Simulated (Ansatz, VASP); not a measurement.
BAs in VASP and in Ansatz

```
B As
1.0
     0.00000    2.30529    2.30529
     2.30529    0.00000    2.30529
     2.30529    2.30529    0.00000
B As
1 1
Direct
  0.00000 0.00000 0.00000
  0.50000 0.50000 0.50000
```

Alike in both runs: task single point; functional PBEsol; k mesh 6 × 6 × 6; occupations methfessel-paxton of order 1, width 0.05 eV; no spin polarisation.

|  | VASP | Ansatz |
| --- | --- | --- |
| version | VASP 6.6.1 | Ansatz 0.2.0 |
| potentials or method | VASP PAW PBE potentials, release 64 (B, As) | plane waves |
| plane-wave cutoff (eV) | 520 | 420 |
| valence electrons in the cell | 8 | 18 |

VASP gave:

| Property | Result |
| --- | --- |
| pressure (GPa) | -3.3 |

Problem. What did Ansatz give for the same quantities?

Solution. Pressure (GPa): -3.8.

VASP's potentials were made for PBE, not for PBEsol. VASP's potentials hold 8 valence electrons a cell and Ansatz's 18, so a difference there can come from the potentials and not from the codes.

The k mesh is coarse, so the values compare programs but aren't converged.
